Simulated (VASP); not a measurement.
Input of a VASP 6.6.1 run:

Contents of INCAR:

```
PREC = Accurate
ENCUT = 600
EDIFF = 1E-6
ISMEAR = 1
SIGMA = 0.05
LREAL = F
LASPH = T
NELM = 120
ALGO = Normal
ISIF = 2
LWAVE = F
LCHARG = F
NBANDS = 10
GGA_COMPAT = F
```

Contents of KPOINTS:

```
Automatic mesh
0
Gamma
  9 9 9
```

The input POSCAR:

```
Os
1.0
    0.0000000000      1.8937635822      1.8937635822
    1.8937635822      0.0000000000      1.8937635822
    1.8937635822      1.8937635822      0.0000000000
Os
1
Direct
    0.0000000000      0.0000000000      0.0000000000
```

Potentials or basis: VASP PAW LDA potentials, release 64 (Os).

Launch:

```sh
$ cat potpaw_LDA.64/Os/POTCAR > POTCAR
$ mpirun -np 1 vasp_std > vasp.out
```

**Question.** What does it give for the pressure?

**Answer.** 6.4 GPa.

**Question.** Predict the band gap on the k mesh.

**Answer.** Zero (bands 4 and 5 overlap by 3.77 eV).

Caveat: the cell stands under pressure; spin-orbit coupling is left out, which moves the levels of the heavy elements.
